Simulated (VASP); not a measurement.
The system is K3In3Si2Au.

```
K Au In Si
1.0
     7.86963    0.00000    0.00000
    -3.93481    6.81530    0.00000
     0.00000    0.00000    4.75601
K Au In Si
3 1 3 2
Direct
  0.41970 0.00000 0.50000
  0.58030 0.58030 0.50000
  0.00000 0.41970 0.50000
  0.00000 0.00000 0.50000
  0.75120 0.00000 0.00000
  0.24880 0.24880 0.00000
  0.00000 0.75120 0.00000
  0.33330 0.66670 0.00000
  0.66670 0.33330 0.00000
```

Base run:

| Property | Result |
| --- | --- |
| Program | VASP 6.6.1 |
| Functional | PBE |
| Potentials or basis | VASP PAW PBE potentials, release 64 (K_sv, Au, In_d, Si) |
| Cutoff | 520 eV |
| k mesh | 3 × 3 × 4 |
| Occupations | methfessel-paxton, width 0.0209 eV |
| Spin | no spin polarisation |
| Hubbard terms | Au d U = 3.0 eV |

Its results: band gap on the k mesh zero (an odd number of electrons rules out a gap without spin polarisation); pressure -0.2 GPa; largest force 0.162 eV/Å.

Question: The run is repeated on the same cell with these changes: functional from PBE to PBEsol; hubbard terms from Au d U = 3.0 eV to none. What comes out?

Answer: Band gap on the k mesh zero (an odd number of electrons rules out a gap without spin polarisation); pressure -2.4 GPa; largest force 0.085 eV/Å.

Several settings changed at once.

Caveats: spin-orbit coupling is left out, which moves the levels of the heavy elements; U without spin polarisation on a metal has little footing (at least some runs); the U is typed as a test and isn't derived for this compound (at least some runs); the PAW data sets were made with another functional, which shifts forces and pressure a little (at least some runs).
